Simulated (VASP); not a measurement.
Runs of VASP 6.6.1 on BN. The structure is that of space group P4_132 (No. 213), or close to it. The cells are those of the table. 

```csv
task,cell,k mesh,cutoff (eV),smearing,gap on the mesh (eV),pressure (GPa)
relaxation of cell and atoms,"relaxed from a = 4.166 Å, 8 atoms",8 × 8 × 8,600,gaussian 0.02 eV,1.26,-0.1
single point,"a = 4.019 Å, 8 atoms",4 × 4 × 4,520,gaussian 0.1 eV,1.32,(a)
single point,"a = 4.166 Å, 8 atoms",8 × 8 × 8,520,gaussian 0.02 eV,1.26,0.1
relaxation of cell and atoms,"relaxed from a = 4.019 Å, 8 atoms",4 × 4 × 4,600,gaussian 0.1 eV,1.31,-0.3
single point,"a = 4.166 Å, 8 atoms",4 × 4 × 4,520,gaussian 0.1 eV,1.31,0.1
```

Alike in all rows: level PBE; potentials or basis VASP PAW PBE potentials, release 64 (B, N); no spin polarisation.

**Question.** Estimate the missing entries.

**Answer.** (a) 30.0.

Caveats: the relaxation stopped at its first step, so nothing moved (some runs).

A k mesh can miss the band edges.
